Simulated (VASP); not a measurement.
Runs of VASP 6.6.1 on RbBr. The structure is that of space group Fm-3m (No. 225), or close to it. The cells are those of the table. 

| task | level | potentials or basis | cell | k mesh | cutoff (eV) | smearing | gap on the mesh (eV) | pressure (GPa) | relaxed volume (Å³/atom) |
| --- | --- | --- | --- | --- | --- | --- | --- | --- | --- |
| relaxation of cell and atoms | LDA | VASP PAW LDA potentials, release 64 (Rb_sv, Br) | relaxed from a = 4.959 Å, angles 60.0°, 2 atoms | 6 × 6 × 6 | 600 | fermi-dirac 0.02 eV | 4.16 | 0.0 | (a) |
| relaxation of cell and atoms | PBE | VASP PAW PBE potentials, release 64 (Rb_sv, Br) | relaxed from a = 4.887 Å, angles 60.0°, 2 atoms | 6 × 6 × 6 | 600 | fermi-dirac 0.02 eV | 4.19 | 0.0 | 43.26 |
| single point | LDA | VASP PAW LDA potentials, release 64 (Rb_sv, Br) | a = 4.716 Å, angles 60.0°, 2 atoms | 6 × 6 × 6 | 520 | fermi-dirac 0.02 eV | 4.17 | 0.1 | - |
| single point | PBE | VASP PAW PBE potentials, release 64 (Rb_sv, Br) | a = 4.959 Å, angles 60.0°, 2 atoms | 6 × 6 × 6 | 520 | fermi-dirac 0.02 eV | 4.19 | 0.0 | - |
| single point | PBE | VASP PAW PBE potentials, release 64 (Rb_sv, Br) | a = 4.895 Å, angles 60.0°, 2 atoms | 6 × 6 × 6 | 520 | fermi-dirac 0.02 eV | 4.29 | 0.6 | - |
| single point | r2SCAN | VASP PAW PBE potentials, release 64 (Rb_sv, Br) | a = 4.895 Å, angles 60.0°, 2 atoms | 6 × 6 × 6 | 520 | gaussian 0.01 eV | 4.89 | 0.0 | - |
| single point | LDA | VASP PAW LDA potentials, release 64 (Rb_sv, Br) | a = 4.895 Å, angles 60.0°, 2 atoms | 6 × 6 × 6 | 520 | gaussian 0.01 eV | 3.89 | (b) | - |
| single point | PBE | VASP PAW PBE potentials, release 64 (Rb_sv, Br) | a = 4.895 Å, angles 60.0°, 2 atoms | 4 × 4 × 4 | 520 | gaussian 0.01 eV | 4.29 | 0.6 | - |

Alike in all rows: no spin polarisation.

Task: Estimate the missing entries.

Result: (a) 37.13; (b) -1.5.

Caveats: the PAW data sets were made with another functional, which shifts forces and pressure a little (at least some runs).

A k mesh can miss the band edges, and the runs leave out spin-orbit coupling on Br, Rb.
